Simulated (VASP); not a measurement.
Re:

```
Re
1.0
     2.75000    0.00000    0.00000
    -1.37500    2.38157    0.00000
     0.00000    0.00000    4.49075
Re
2
Direct
  0.33333 0.66667 0.25000
  0.66667 0.33333 0.75000
```

* Program: VASP 6.6.1
* Task: relaxation of cell and atoms
* Functional: LDA
* Potentials or basis: VASP PAW LDA potentials, release 64 (Re)
* Cutoff: 600 eV
* k mesh: 11 × 11 × 6
* Occupations: methfessel-paxton, width 0.1 eV
* Spin: no spin polarisation

At the start: pressure -8.7 GPa; volume 14.71 Å³/atom.

Question: Where does the relaxation end?

Answer: Over 7 steps the energy falls by 10.7 meV/atom and the volume is 14.38 Å³/atom (-2.2 %); space group P6_3/mmc (No. 194, to 0.05 Å).

Step by step:
```tsv
step	energy change (eV)	largest force (eV/Å)	pressure (GPa)	volume (Å³)
1	0.0000	0.0000	-8.67	29.41
2	0.3444	0.0000	48.42	26.15
3	-0.0196	0.0000	-0.11	28.77
4	-0.0197	0.0000	0.26	28.75
5	-0.0197	0.0000	0.45	28.73
6	-0.0209	0.0000	0.09	28.76
7	-0.0214	0.0000	0.20	28.75
```

Final structure:
```xyz
2
Lattice="2.7406 0.0000 0.0000 -1.3703 2.3734 0.0000 0.0000 0.0000 4.4206" Properties=species:S:1:pos:R:3 pbc="T T T"
Re    0.0000    1.5823    1.1051
Re    1.3703    0.7911    3.3154
```
